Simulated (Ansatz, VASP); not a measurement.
**Two plane-wave programs on CdSnO2**

```xyz
4
Lattice="3.3324 0.0000 0.0000 -1.6662 2.8860 0.0000 0.0000 0.0000 6.2699" Properties=species:S:1:pos:R:3 pbc="T T T"
Cd    0.0000    1.9240    0.0000
Sn    0.0000    1.9240    3.1350
O     0.0000    0.0000    4.7987
O     0.0000    0.0000    1.4713
```

Alike in both runs: functional PBE; k mesh 4 × 4 × 2; occupations gaussian, width 0.15 eV; no spin polarisation.

Ansatz relaxed the structure, and its values are those at the end. VASP's run is a single point on that final structure, the one shown.

|  | VASP | Ansatz |
| --- | --- | --- |
| version | VASP 6.6.1 | Ansatz 0.2.0 |
| potentials or method | VASP PAW PBE potentials, release 64 (Cd, Sn_d, O), cutoff 600 eV | scalar-relativistic, plane waves, PAW |
| valence electrons in the cell | 38 | 46 |

```csv
,VASP,Ansatz,Ansatz less VASP
gap on the k mesh at the Fermi level (eV),none,none,-
pressure (GPa),0.1,-0.3,-0.33
rms of the force components (eV/Å),0.020,0.001,-0.0186
```

A gap of «none» marks a metal or a gap that the smearing closes. With one functional, cell and mesh, what is left measures potentials, basis and numerics. VASP's potentials hold 38 valence electrons a cell and Ansatz's 46, so a difference there can come from the potentials and not from the codes.

The k mesh is coarse, so the values compare programs but aren't converged.
